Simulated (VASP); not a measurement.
# MgO (zincblende type) (F-43m) in VASP: a series of runs, part 3 of 3

VASP 6.6.1.

## (4) Electric field gradients, PBE

This run uses another cell than the first one, of 12.26 Å³/atom, 1.020 times its volume.

File INCAR:

```
  PREC = Accurate
  ENCUT = 520
  EDIFF = 1E-8
  ISMEAR = -1
  SIGMA = 0.08
  LREAL = F
  LASPH = T
  NELM = 60
  ALGO = Normal
  ISIF = 2
  LWAVE = F
  LCHARG = F
  GGA = PE
  LEFG = T
  NBANDS = 11
```

File KPOINTS:

```
regular mesh
0
Gamma
  13 13 13
```

File POSCAR:

```
MgO
1.0
    0.0000000000      2.3058942152      2.3058942152
    2.3058942152      0.0000000000      2.3058942152
    2.3058942152      2.3058942152      0.0000000000
Mg O
1 1
Direct
    0.0000000000      0.0000000000      0.0000000000
    0.2500000000      0.2500000000      0.2500000000
```

Potentials or basis: VASP PAW PBE potentials, release 64 (Mg, O).

Started as:

```sh
$ cat potpaw_PBE.64/Mg/POTCAR potpaw_PBE.64/O/POTCAR > POTCAR
$ mpirun -np 1 vasp_std > vasp.out
```

OUTCAR:

```text
PREC = Accurate
   ENCUT = 520
   EDIFF = 1E-8
   ISMEAR = -1
   LREAL = F
   LASPH = T
   NELM = 60
   ISIF = 2
   GGA = PE

 ion  position               nearest neighbor table
   1  0.000  0.000  0.000-   2 2.00   2 2.00   2 2.00   2 2.00
   2  0.250  0.250  0.250-   1 2.00   1 2.00   1 2.00   1 2.00

  LATTYP: Found a face centered cubic cell.
 ALAT       =     4.6117884304

  Lattice vectors:

 A1 = (   0.0000000000,   2.3058942152,   2.3058942152)
 A2 = (   2.3058942152,   0.0000000000,   2.3058942152)
 A3 = (   2.3058942152,   2.3058942152,   0.0000000000)

Analysis of symmetry for initial positions (statically):
=====================================================================
 Subroutine PRICEL returns:
 Original cell was already a primitive cell.

 Routine SETGRP: Setting up the symmetry group for a
 face centered cubic supercell.

 Subroutine GETGRP returns: Found 24 space group operations
 (whereof 24 operations were pure point group operations)
 out of a pool of 48 trial point group operations.

The static configuration has the point symmetry T_d .

Analysis of symmetry for dynamics (positions and initial velocities):
=====================================================================
 Subroutine PRICEL returns:
 Original cell was already a primitive cell.

 Routine SETGRP: Setting up the symmetry group for a
 face centered cubic supercell.

 Subroutine GETGRP returns: Found 24 space group operations
 (whereof 24 operations were pure point group operations)
[... 479 lines left out ...]
  band No.  band energies     occupation
      1     -14.5507      2.00000
      2      -1.9695      2.00000
      3       0.0785      2.00000
      4       0.3060      2.00000
      5       8.5534      0.00000
      6      11.0089      0.00000
      7      14.2302      0.00000
      8      15.5895      0.00000
      9      19.2128      0.00000
     10      22.3942      0.00000
     11      22.4621      0.00000

 [... further k-points ...]

------------------------ aborting loop because EDIFF is reached ----------------------------------------

  FORCE on cell =-STRESS in cart. coord.  units (eV):
  Direction    XX          YY          ZZ          XY          YZ          ZX
  --------------------------------------------------------------------------------------
  -------------------------------------------------------------------------------------
  Total       -0.0530151     -0.0530151     -0.0530151      0.0000000      0.0000000     -0.0000000
  in kB       -3.4638733     -3.4638733     -3.4638733      0.0000000      0.0000000     -0.0000000
  external PRESSURE =      -3.4638733 kB  Pullay stress =       0.0000000 kB

 VOLUME and BASIS-vectors are now :
 -----------------------------------------------------------------------------
  energy-cutoff  :      520.00
  volume of cell :       24.52
      direct lattice vectors                 reciprocal lattice vectors
     0.000000000  2.305894215  2.305894215    -0.216835619  0.216835619  0.216835619
     2.305894215  0.000000000  2.305894215     0.216835619 -0.216835619  0.216835619
     2.305894215  2.305894215  0.000000000     0.216835619  0.216835619 -0.216835619

 POSITION                                       TOTAL-FORCE (eV/Angst)
 -----------------------------------------------------------------------------------
      0.00000      0.00000      0.00000         0.000000      0.000000      0.000000
      1.15295      1.15295      1.15295        -0.000000     -0.000000     -0.000000
 -----------------------------------------------------------------------------------
    total drift:                               -0.000000     -0.000000     -0.000000

  FREE ENERGIE OF THE ION-ELECTRON SYSTEM (eV)
  ---------------------------------------------------
  free  energy   TOTEN  =       -11.7011692252 eV

  energy  without entropy=      -11.7011692251  energy(sigma->0) =      -11.70116923

 Electric field gradients (V/A^2)
---------------------------------------------------------------------
 ion       V_xx      V_yy      V_zz      V_xy      V_xz      V_yz
---------------------------------------------------------------------
   1      -0.000     0.000     0.000    -0.000    -0.000    -0.000
   2       0.000    -0.000    -0.000     0.004     0.004     0.004
---------------------------------------------------------------------

 Electric field gradients after diagonalization (V/A^2)
 (convention: |V_zz| > |V_xx| > |V_yy|)
----------------------------------------------------------------------
 ion       V_xx      V_yy      V_zz     asymmetry (V_yy - V_xx)/ V_zz
----------------------------------------------------------------------
   1       0.000     0.000    -0.000       0.000
   2      -0.004    -0.004     0.007       0.000
----------------------------------------------------------------------

           NMR quadrupolar parameters

 Cq : quadrupolar parameter    Cq=e*Q*V_zz/h
 eta: asymmetry parameters     (V_yy - V_xx)/ V_zz
 Q  : nuclear electric quadrupole moment in mb (millibarn)
----------------------------------------------------------------------
 ion       Cq(MHz)       eta       Q (mb)
----------------------------------------------------------------------
   1      -0.000       0.000       1.000
   2       0.000       0.000       1.000
----------------------------------------------------------------------
```

OSZICAR:

```text
N       E                     dE             d eps       ncg     rms          rms(c)
DAV:   1     0.167183568324E+02    0.16718E+02   -0.43978E+03  2016   0.626E+02
DAV:   2    -0.129834849527E+02   -0.29702E+02   -0.28807E+02  2143   0.134E+02
DAV:   3    -0.138633272752E+02   -0.87984E+00   -0.87899E+00  2265   0.209E+01
DAV:   4    -0.138661193154E+02   -0.27920E-02   -0.27920E-02  2013   0.138E+00
DAV:   5    -0.138661312489E+02   -0.11934E-04   -0.11934E-04  2226   0.870E-02    0.829E+00
DAV:   6    -0.117393564142E+02    0.21268E+01   -0.13807E+01  2046   0.192E+01    0.284E+00
DAV:   7    -0.117065092213E+02    0.32847E-01   -0.13910E-01  1986   0.277E+00    0.154E+00
DAV:   8    -0.117020616612E+02    0.44476E-02   -0.50237E-02  1962   0.245E+00    0.366E-01
DAV:   9    -0.117011967434E+02    0.86492E-03   -0.98130E-04  2154   0.219E-01    0.223E-01
DAV:  10    -0.117011642609E+02    0.32482E-04   -0.12868E-03  2004   0.267E-01    0.129E-02
DAV:  11    -0.117011684884E+02   -0.42275E-05   -0.23150E-05  2157   0.287E-02    0.977E-03
DAV:  12    -0.117011691890E+02   -0.70059E-06   -0.30772E-06  2028   0.124E-02    0.630E-04
DAV:  13    -0.117011692095E+02   -0.20514E-07   -0.67926E-08  2046   0.169E-03    0.463E-04
DAV:  14    -0.117011692237E+02   -0.14213E-07   -0.56220E-09  2067   0.597E-04    0.385E-05
DAV:  15    -0.117011692252E+02   -0.15089E-08   -0.89145E-11  1023   0.628E-05
   1 F= -.11701169E+02 E0= -.11701169E+02  d E =-.118232E-09
```

stdout:

```text
POSCAR found type information on POSCAR MgO
 POSCAR found :  2 types and       2 ions
 scaLAPACK will be used
 LDA part: xc-table for (Slater+PW92), standard interpolation
 POSCAR, INCAR and KPOINTS ok, starting setup
 FFT: planning ... GRIDC
 FFT: planning ... GRID_SOFT
 FFT: planning ... GRID
 WAVECAR not read
 entering main loop
ion   1

ion   2
```

It took 6.7 s on 1 thread of Intel Xeon 6975P-C (Granite Rapids), shared host; peak memory 0.15 GiB.

Results:

```
Free energy            : -11.7012 eV
Pressure               : -0.3 GPa
Band gap on the k mesh : 3.47 eV, direct
```

Levels at points of the mesh, in eV from the valence-band top:
```tsv
k point	band 1	band 2	band 3	band 4	band 5	band 6	band 7	band 8	band 9
(0.00, 0.00, 0.00)	-15.81	0.00	0.00	0.00	3.47	16.47	16.47	16.47	20.03
```

Caveat: without QUAD_EFG the Cq values of the log hold for a quadrupole moment of 1 mb, not for the nuclei. A k mesh can miss the band edges.

## (5) Electric field gradients, PBE (volume scaled by 1.02)

File INCAR:

```
SYSTEM = MgO
PREC     = Accurate       ! precision mode
ENCUT    = 520            ! plane-wave cutoff, eV
EDIFF    = 1E-8           ! SCF threshold, eV
ISMEAR   = -1             ! smearing method
SIGMA    = 0.08           ! smearing width, eV
LREAL    = .False.        ! projectors in reciprocal space
LASPH    = .True.         ! aspherical terms in the spheres
NELM     = 100            ! most SCF steps
ALGO     = Normal         ! electronic algorithm
ISIF     = 2              ! what is computed and relaxed
LWAVE    = .False.        ! write WAVECAR
LCHARG   = .False.        ! write CHGCAR
GGA      = PE             ! functional
LEFG     = .True.       
NBANDS   = 11             ! bands
```

File KPOINTS:

```
regular mesh
0
Gamma
  13 13 13
  0 0 0
```

File POSCAR:

```
MgO
1.0
    0.0000000000      2.3211654829      2.3211654829
    2.3211654829      0.0000000000      2.3211654829
    2.3211654829      2.3211654829      0.0000000000
Mg O
1 1
Direct
    0.0000000000      0.0000000000      0.0000000000
    0.2500000000      0.2500000000      0.2500000000
```

Potentials or basis: VASP PAW PBE potentials, release 64 (Mg, O).

Started as:

```sh
$ cat potpaw_PBE.64/Mg/POTCAR potpaw_PBE.64/O/POTCAR > POTCAR
$ mpirun -np 1 vasp_std > vasp.out
```

OUTCAR:

```text
SYSTEM = MgO
   PREC = Accurate
   ENCUT = 520
   EDIFF = 1E-8
   ISMEAR = -1
   LREAL = .False.
   LASPH = .True.
   NELM = 100
   ISIF = 2
   GGA = PE

 ion  position               nearest neighbor table
   1  0.000  0.000  0.000-   2 2.01   2 2.01   2 2.01   2 2.01
   2  0.250  0.250  0.250-   1 2.01   1 2.01   1 2.01   1 2.01

  LATTYP: Found a face centered cubic cell.
 ALAT       =     4.6423309658

  Lattice vectors:

 A1 = (   0.0000000000,   2.3211654829,   2.3211654829)
 A2 = (   2.3211654829,   0.0000000000,   2.3211654829)
[... 547 lines left out ...]
  ---------------------------------------------------
  free  energy   TOTEN  =       -11.6971411045 eV

  energy  without entropy=      -11.6971411045  energy(sigma->0) =      -11.69714110

 Electric field gradients (V/A^2)
---------------------------------------------------------------------
 ion       V_xx      V_yy      V_zz      V_xy      V_xz      V_yz
---------------------------------------------------------------------
   1       0.000    -0.000    -0.000     0.000     0.000     0.000
   2       0.000    -0.000     0.000     0.004     0.004     0.004
---------------------------------------------------------------------

 Electric field gradients after diagonalization (V/A^2)
 (convention: |V_zz| > |V_xx| > |V_yy|)
----------------------------------------------------------------------
 ion       V_xx      V_yy      V_zz     asymmetry (V_yy - V_xx)/ V_zz
----------------------------------------------------------------------
   1      -0.000    -0.000     0.000       0.000
   2      -0.004    -0.004     0.008       0.000
----------------------------------------------------------------------

           NMR quadrupolar parameters

 Cq : quadrupolar parameter    Cq=e*Q*V_zz/h
 eta: asymmetry parameters     (V_yy - V_xx)/ V_zz
 Q  : nuclear electric quadrupole moment in mb (millibarn)
----------------------------------------------------------------------
 ion       Cq(MHz)       eta       Q (mb)
----------------------------------------------------------------------
   1       0.000       0.000       1.000
   2       0.000       0.000       1.000
----------------------------------------------------------------------
```

stdout:

```text
POSCAR found type information on POSCAR MgO
 POSCAR found :  2 types and       2 ions
 scaLAPACK will be used
 LDA part: xc-table for (Slater+PW92), standard interpolation
 POSCAR, INCAR and KPOINTS ok, starting setup
 FFT: planning ... GRIDC
 FFT: planning ... GRID_SOFT
 FFT: planning ... GRID
 WAVECAR not read
 entering main loop
ion   1

ion   2
```

Wall time 7.4 s (1 thread of Intel Xeon 6975P-C (Granite Rapids), shared host); peak memory 0.15 GiB.

Results:

```yaml
Free_energy: -11.6971 eV
Pressure: -2.5 GPa
Band_gap_on_the_k_mesh: 3.36 eV, direct
```

Levels at points of the mesh, in eV from the valence-band top:
```
           k point  band 1  band 2  band 3  band 4  band 5  band 6  band 7  band 8  band 9
(0.00, 0.00, 0.00)  -15.76    0.00    0.00    0.00    3.36   16.26   16.26   16.26   19.84
```

Caveat: the cell differs from its parent crystal (volume scaled by 1.02); without QUAD_EFG the Cq values of the log hold for a quadrupole moment of 1 mb, not for the nuclei. A k mesh can miss the band edges.

## (6) Overview

| cell | gap on the mesh (eV) | pressure (GPa) |
| --- | --- | --- |
| a = 3.239 Å, angles 60.0°, 2 atoms | 3.58 | 2.1 |
| a = 3.261 Å, angles 60.0°, 2 atoms | 3.47 | -0.3 |
| a = 3.283 Å, angles 60.0°, 2 atoms | 3.36 | -2.5 |

Alike in all rows: task electric field gradients; level PBE; potentials or basis VASP PAW PBE potentials, release 64 (Mg, O); no spin polarisation; k mesh 13 × 13 × 13; cutoff (eV) 520; smearing fermi-dirac 0.08 eV.

Absolute energies hang on the potentials; compare differences alone.
